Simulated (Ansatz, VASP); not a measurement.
**P in VASP and in Ansatz**

```xyz
1
Lattice="2.3905 0.0000 0.0000 0.0000 2.3905 0.0000 0.0000 0.0000 2.3906" Properties=species:S:1:pos:R:3 pbc="T T T"
P     0.0000    0.0000    0.0000
```

Alike in both runs: functional PBEsol; dispersion D3(BJ); k mesh 18 × 18 × 18; occupations gaussian, width 0.1 eV; no spin polarisation.

Ansatz relaxed the structure, and its values are those at the end. VASP's run is a single point on that final structure, the one shown.

|  | VASP | Ansatz |
| --- | --- | --- |
| version | VASP 6.6.1 | Ansatz 0.2.0 |
| potentials or method | VASP PAW PBE potentials, release 64 (P), cutoff 520 eV | scalar-relativistic, plane waves, PAW |
| valence electrons in the cell | 5 | 5 |

Ansatz gave:

```
gap on the k mesh at the Fermi level (eV) : none
pressure (GPa)                            : 0.0
```

Q: What did VASP give for the same quantities?

A: gap on the k mesh at the Fermi level (eV): none; pressure (GPa): 0.1.

VASP's potentials were made for PBE, not for PBEsol. A gap of «none» marks a metal or a gap that the smearing closes.
